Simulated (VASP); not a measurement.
# Ga3N4 in VASP: single point with PBE

Aim: the single point of Ga3N4 with PBE.

All numbers are computed with VASP 6.6.1; they aren't measurements. Logs are shortened: lines on timing, memory, paths and dates and some standing lists are left out, and cuts for length are marked.

## Step 1: The cell of the first run

The cell holds a slab with vacuum, 7 atoms: a = 3.217 Å, b = 3.217 Å, c = 21.220 Å, α = 90.00°, β = 90.00°, γ = 90.00°.

## Step 2: Single point, PBE, collinear spin

The input, INCAR:

```
ALGO     = Normal         # electronic algorithm
DIPOL    = 0.5 0.5 0.350
EDIFF    = 1E-6           # SCF threshold, eV
ENCUT    = 520            # plane-wave cutoff, eV
GGA      = PE             # functional
IDIPOL   = 3            
ISIF     = 2              # what is computed and relaxed
ISMEAR   = 0              # smearing method
ISPIN    = 2              # spin polarisation
LASPH    = True           # aspherical terms in the spheres
LCHARG   = True           # write CHGCAR
LDIPOL   = True         
LELF     = True           # ELF
LORBIT   = 11             # projections on sites
LREAL    = False          # projectors in reciprocal space
LVACPOTAV= True         
LVHAR    = True         
LWAVE    = False          # write WAVECAR
MAGMOM   = 0 0 0 3 0 0 0  # initial moments
NBANDS   = 42             # bands
NELM     = 150            # most SCF steps
PREC     = Accurate       # precision mode
SIGMA    = 0.05           # smearing width, eV
```

The input, KPOINTS:

```
k-points
0
Gamma
  8 8 1
```

The input, POSCAR:

```
Ga3N4
1.0
    3.2165072845      0.0000000000      0.0000000000
    0.0000000000      3.2165072845      0.0000000000
    0.0000000000      0.0000000000     21.2198072894
N Ga
4 3
Direct
    0.0000000000      0.5000000000      0.1885031257
    0.5000000000      0.0000000000      0.2956866680
    0.0000000000      0.5000000000      0.4029970640
    1.0000000000      0.6250000000      0.5124779776
    0.5000000000      0.5000000000      0.2420948968
    0.0000000000      0.0000000000      0.3470972838
    0.5000000000      0.5000000000      0.4580535137
```

Potentials or basis: VASP PAW PBE potentials, release 64 (N, Ga_d).

Started as:

```
cat potpaw_PBE.64/N/POTCAR potpaw_PBE.64/Ga_d/POTCAR > POTCAR
mpirun -np 1 vasp_std > vasp.out
```

OUTCAR:

```text
EDIFF = 1E-6
   ENCUT = 520
   GGA = PE
   ISIF = 2
   ISMEAR = 0
   ISPIN = 2
   LASPH = True
   LORBIT = 11
   LREAL = False
   NELM = 150
   PREC = Accurate

 ion  position               nearest neighbor table
   1  0.000  0.500  0.189-   5 1.97   5 1.97
   2  0.500  0.000  0.296-   6 1.94   6 1.94   5 1.97   5 1.97
   3  0.000  0.500  0.403-   7 1.99   7 1.99   6 2.00   6 2.00
   4  0.000  0.625  0.512-   7 2.02   7 2.02
   5  0.500  0.500  0.242-   1 1.97   1 1.97   2 1.97   2 1.97
   6  0.000  0.000  0.347-   2 1.94   2 1.94   3 2.00   3 2.00
   7  0.500  0.500  0.458-   3 1.99   3 1.99   4 2.02   4 2.02

  LATTYP: Found a simple tetragonal cell.
 ALAT       =     3.2165072845
 C/A-ratio  =     6.5971581633

  Lattice vectors:

 A1 = (   3.2165072845,   0.0000000000,   0.0000000000)
 A2 = (   0.0000000000,   3.2165072845,   0.0000000000)
 A3 = (   0.0000000000,   0.0000000000,  21.2198072894)

Analysis of symmetry for initial positions (statically):
=====================================================================
 Subroutine PRICEL returns:
 Original cell was already a primitive cell.

 Routine SETGRP: Setting up the symmetry group for a
 simple tetragonal supercell.

 Subroutine GETGRP returns: Found  2 space group operations
 (whereof  2 operations were pure point group operations)
 out of a pool of 16 trial point group operations.

The static configuration has the point symmetry C_1h.

Analysis of symmetry for dynamics (positions and initial velocities):
=====================================================================
 Subroutine PRICEL returns:
 Original cell was already a primitive cell.

 Routine SETGRP: Setting up the symmetry group for a
 simple tetragonal supercell.

 Subroutine GETGRP returns: Found  2 space group operations
 (whereof  2 operations were pure point group operations)
 out of a pool of 16 trial point group operations.

The dynamic configuration has the point symmetry C_1h.

Analysis of structural, dynamic, and magnetic symmetry:
=====================================================================
 Subroutine PRICEL returns:
 Original cell was already a primitive cell.

 Routine SETGRP: Setting up the symmetry group for a
 simple tetragonal supercell.

 Subroutine GETGRP returns: Found  2 space group operations
 (whereof  2 operations were pure point group operations)
 out of a pool of 16 trial point group operations.

The overall configuration has the point symmetry C_1h.

 Subroutine INISYM returns: Found  2 space group operations
 (whereof  2 operations are pure point group operations),
 and found     1 'primitive' translations

----------------------------------------------------------------------------------------

                                     Primitive cell

  volume of cell :     219.5384

  direct lattice vectors                    reciprocal lattice vectors
     3.216507285  0.000000000  0.000000000     0.310896234  0.000000000  0.000000000
     0.000000000  3.216507285  0.000000000     0.000000000  0.310896234  0.000000000
     0.000000000  0.000000000 21.219807289     0.000000000  0.000000000  0.047125781

  length of vectors
     3.216507285  3.216507285 21.219807289     0.310896234  0.310896234  0.047125781

  position of ions in fractional coordinates (direct lattice)
     0.000000000  0.500000000  0.188503126
     0.500000000  0.000000000  0.295686668
     0.000000000  0.500000000  0.402997064
     0.000000000  0.625000000  0.512477978
     0.500000000  0.500000000  0.242094897
     0.000000000  0.000000000  0.347097284
     0.500000000  0.500000000  0.458053514

  ion indices of the primitive-cell ions
   primitive index   ion index
                 1           1
                 2           2
                 3           3
                 4           4
                 5           5
[... 53 lines left out ...]
  0.500000  0.375000  0.000000      2.000000
 -0.375000  0.500000  0.000000      2.000000
   k-points           NKPTS =     25   k-points in BZ     NKDIM =     25   number of bands    NBANDS=     42
   number of dos      NEDOS =    301   number of ions     NIONS =      7
   total plane-waves  NPLWV =  92160
   dimension x,y,z NGX =    24 NGY =   24 NGZ =  160
   dimension x,y,z NGXF=    48 NGYF=   48 NGZF=  320
   ions per type =               4   3
   NGX,Y,Z   is equivalent  to a cutoff of  12.40, 12.40, 12.54 a.u.
   NGXF,Y,Z  is equivalent  to a cutoff of  24.81, 24.81, 25.07 a.u.
 SYSTEM =  unknown system
   PREC   = accura    normal or accurate (medium, high low for compatibility)
   ISTART =      0    job   : 0-new  1-cont  2-samecut
   ICHARG =      2    charge: 1-file 2-atom 10-const
   ISPIN  =      2    spin polarized calculation?
   LNONCOLLINEAR =      F non collinear calculations
   LSORBIT =      F    spin-orbit coupling
   LASPH  =      T    aspherical Exc in radial PAW
   ENCUT  =  520.0 eV  38.22 Ry    6.18 a.u.   5.98  5.98 39.45*2*pi/ulx,y,z
   NELM   =    150;   NELMIN=  2; NELMDL= -5     # of ELM steps
   EDIFF  = 0.1E-05   stopping-criterion for ELM
   LREAL  =      F    real-space projection
   EDIFFG = 0.1E-04   stopping-criterion for IOM
   NSW    =      0    number of steps for IOM
   IBRION =     -1    ionic relax: 0-MD 1-quasi-New 2-CG
   NFREE  =      0    steps in history (QN), initial steepest desc. (CG)
   ISIF   =      2    stress and relaxation
   ISYM   =      2    0-nonsym 1-usesym 2-fastsym
   POTIM  = 0.5000    time-step for ionic-motion
   TEBEG  =    0.0;   TEEND  =   0.0 temperature during run
   PSTRESS=    0.0 pullay stress
   NELECT =      59.0000    total number of electrons
   NUPDOWN=      -1.0000    fix difference up-down
   EMIN   =  10.00;   EMAX   =-10.00  energy-range for DOS
   EFERMI =   0.00;   METHOD = LEGACY
   ISMEAR =     0;   SIGMA  =   0.05  broadening in eV -4-tet -1-fermi 0-gaus
   EFERMI_NEDOS =   21; number of points for ismear=-14 and -15
   IALGO  =     38    algorithm
   IMIX   =      4    mixing-type and parameters
     AMIX     =   0.40;   BMIX     =  1.00
     AMIX_MAG =   1.60;   BMIX_MAG =  1.00
  volume/ion in A,a.u.               =      31.36       211.65
  Fermi-wavevector in a.u.,A,eV,Ry     =   1.056466  1.996430 15.185726  1.116119
  Thomas-Fermi vector in A             =   2.191702
   LORBIT       =     11    0 simple, 1 ext, 2 COOP (PROOUT), +10 PAW based schemes
   GGA     = PE    functional components
   LHFCALC =     F    Hartree Fock is set to
   AEXX    =    0.0000 exact exchange contribution
   IVDW    =     0    specifies the selected vdW correction
   LEPSILON=     F    determine dielectric tensor
   LRPA    =     F    only Hartree local field effects (RPA)
 spin polarized calculation
 Gauss-broadening in eV      SIGMA  =   0.05
  energy-cutoff  :      520.00
  volume of cell :      219.54
 maximum number of plane-waves:      5966
   NGX = 11   NGY = 11   NGZ = 79

 dipolmoment           0.000000      0.000000      0.029958 electrons x Angstroem

 number of electron      59.0000024 magnetization       1.4482919

 dipolmoment           0.000000      0.000000     -0.061737 electrons x Angstroem

 Free energy of the ion-electron system (eV)
  ---------------------------------------------------
  ext. energy  EPLUGINS =         0.00000000
  ---------------------------------------------------
  free energy    TOTEN  =       -36.58454447 eV

  energy without entropy =      -36.58239307  energy(sigma->0) =      -36.58346877

 E-fermi :  -2.7013     XC(G=0):  -4.9337

 val. band max:       -2.7174119211   @ k =   0.5000   0.3750   0.0000
 cond. band min:      -2.6679762757   @ k =  -0.1250   0.5000   0.0000
 fundamental gap:      0.0494356454
 Fermi energy:        -2.7012948780

 spin component 1

 k-point     1 :       0.0000    0.0000    0.0000
  band No.  band energies     occupation
      1     -19.3835      1.00000
      2     -18.6148      1.00000
      3     -17.4588      1.00000
      4     -17.2226      1.00000
      5     -17.2070      1.00000
      6     -17.1463      1.00000
[... 1045 lines left out ...]
     40       7.4004      0.00000
     41       7.9659      0.00000

 [... further k-points ...]

 spin component 2

 k-point     1 :       0.0000    0.0000    0.0000
  band No.  band energies     occupation
      1     -19.0805      1.00000
      2     -18.5374      1.00000
      3     -17.3087      1.00000
      4     -17.2214      1.00000
      5     -17.1629      1.00000
      6     -17.1318      1.00000
[... 1045 lines left out ...]
     40       7.4812      0.00000
     41       7.9884      0.00000

 [... further k-points ...]

 [bands above 41 left out]

------------------------ aborting loop because EDIFF is reached ----------------------------------------

  FORCE on cell =-STRESS in cart. coord.  units (eV):
  Direction    XX          YY          ZZ          XY          YZ          ZX
  --------------------------------------------------------------------------------------
  -------------------------------------------------------------------------------------
  Total       -2.8940736     -0.4140015      1.2158649      0.0000000      0.1839844      0.0000000
  in kB      -21.1207648     -3.0213569      8.8733046      0.0000000      1.3427067      0.0000000
  external PRESSURE =      -5.0896057 kB  Pullay stress =       0.0000000 kB

 VOLUME and BASIS-vectors are now :
 -----------------------------------------------------------------------------
  energy-cutoff  :      520.00
  volume of cell :      219.54
      direct lattice vectors                 reciprocal lattice vectors
     3.216507285  0.000000000  0.000000000     0.310896234  0.000000000  0.000000000
     0.000000000  3.216507285  0.000000000     0.000000000  0.310896234  0.000000000
     0.000000000  0.000000000 21.219807289     0.000000000  0.000000000  0.047125781

 POSITION                                       TOTAL-FORCE (eV/Angst)
 -----------------------------------------------------------------------------------
      0.00000      1.60825      4.00000         0.000000      0.159613      1.520046
      1.60825      0.00000      6.27441         0.000000     -0.051681      0.495013
      0.00000      1.60825      8.55152         0.000000     -0.448276     -1.784353
      0.00000      2.01032     10.87468         0.000000      0.009830      0.033714
      1.60825      1.60825      5.13721         0.000000     -0.081397     -2.143689
      0.00000      0.00000      7.36534         0.000000     -0.004699      0.116025
      1.60825      1.60825      9.71981         0.000000      0.416610      1.763244
 -----------------------------------------------------------------------------------
    total drift:                                0.000000     -0.000083      0.000164

  FREE ENERGIE OF THE ION-ELECTRON SYSTEM (eV)
  ---------------------------------------------------
  free  energy   TOTEN  =       -36.5845444657 eV

  energy  without entropy=      -36.5823930672  energy(sigma->0) =      -36.58346877

 vacuum level on the upper side and lower side of the slab         4.039         5.117

 total charge

# of ion       s       p       d       tot
------------------------------------------
    1        1.309   2.161   0.000   3.471
    2        1.237   2.485   0.000   3.722
    3        1.252   2.435   0.000   3.687
    4        1.324   2.132   0.000   3.457
    5        0.795   0.863  10.144  11.802
    6        0.794   0.859  10.157  11.810
    7        0.805   0.747  10.114  11.666
--------------------------------------------------
tot          7.517  11.683  30.416  49.615

 magnetization (x)

# of ion       s       p       d       tot
------------------------------------------
    1       -0.004  -0.065   0.000  -0.069
    2        0.001   0.011   0.000   0.012
    3        0.018   0.131   0.000   0.149
    4        0.024   0.953   0.000   0.978
    5       -0.001   0.002  -0.004  -0.003
    6        0.001   0.014   0.007   0.022
    7       -0.032  -0.030   0.036  -0.026
--------------------------------------------------
tot          0.007   1.018   0.039   1.064
```

It took 9.9 min on 1 thread of Intel Xeon Platinum 8488C (Sapphire Rapids), shared host; peak memory 0.57 GiB.

Results:

* Free energy: -36.5845 eV
* Largest force: 2.145 eV/Å
* Net moment: 1.45 μB per cell
* Site moments: N -0.07, +0.01, +0.15, +0.98; Ga -0.00, +0.02, -0.03 μB
* Valence electrons inside the program's atomic spheres: N 3.47, 3.72, 3.69, 3.46; Ga 11.80, 11.81, 11.67

Forces on the atoms (eV/Å):
```
N    0.000  0.160  1.520
N    0.000 -0.052  0.495
N    0.000 -0.448 -1.784
N    0.000  0.010  0.034
Ga   0.000 -0.081 -2.144
Ga   0.000 -0.005  0.116
Ga   0.000  0.417  1.763
```
